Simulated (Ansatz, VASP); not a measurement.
# Two plane-wave programs on Al

Contents of INCAR:

```
PREC = Accurate
ENCUT = 520
EDIFF = 1E-6
ISMEAR = 0
SIGMA = 0.15
LREAL = False
LASPH = True
NELM = 60
ALGO = Fast
ISIF = 2
LWAVE = False
LCHARG = False
GGA = PE
IVDW = 12
NBANDS = 14
```

KPOINTS

```
regular mesh
0
Gamma
  18 18 4
```

Contents of POSCAR:

```
Al
1.0
    2.8144222650      0.0000000000      0.0000000000
   -1.4072111325      2.4373611785      0.0000000000
    0.0000000000      0.0000000000      9.2410470710
Al
4
Direct
    0.0000000000      0.0000000000      0.0000000000
    0.2758941646      0.5517883292      0.2500000000
    0.0000000000      0.0000000000      0.5000000000
    0.6666666667      0.3333333333      0.7500000000
```

Input for Ansatz:

```yaml
crystal:
  lattice:
    - [2.814422265, 0.0, 0.0]
    - [-1.4072111325, 2.4373611785, 0.0]
    - [0.0, 0.0, 9.241047071]
  atoms:
    - { symbol: Al, position: [0.0, 0.0, 0.0] }
    - { symbol: Al, position: [0.2758941646, 0.5517883292, 0.25] }
    - { symbol: Al, position: [0.0, 0.0, 0.5] }
    - { symbol: Al, position: [0.6666666667, 0.3333333333, 0.75] }
basis:
  ecutwfc: 420
kpoints:
  mp_grid: { grid: [18, 18, 4] }
hamiltonian:
  xc: pbe
  pseudopotentials: { kind: paw, azcp: { folder: soft_1 } }
  dispersion: d3bj
scf:
  occupations: { method: gaussian, width: 0.15 }
output:
  forces: true
  stress: true
  eigenvalues: true
```

Alike in both runs: task single point; functional PBE; dispersion D3(BJ); k mesh 18 × 18 × 4; occupations gaussian, width 0.15 eV; no spin polarisation.

```csv
,VASP,Ansatz
version,VASP 6.6.1,Ansatz 0.2.0
potentials or method,"VASP PAW PBE potentials, release 64 (Al), cutoff 520 eV","scalar-relativistic, plane waves, PAW"
valence electrons in the cell,12,12
```

Ansatz gave:

| Property | Result |
| --- | --- |
| gap on the k mesh at the Fermi level (eV) | none |
| pressure (GPa) | 0.5 |
| traceless stress, the component that is largest in VASP (GPa) | 0.96 |
| rms of the force components (eV/Å) | 0.160 |

Which values does VASP return?

gap on the k mesh at the Fermi level (eV): none; pressure (GPa): 0.5; traceless stress, the component that is largest in VASP (GPa): 0.96; rms of the force components (eV/Å): 0.159.

Atom by atom the forces differ by 0.000 eV/Å (rms over components). A gap of «none» marks a metal or a gap that the smearing closes.
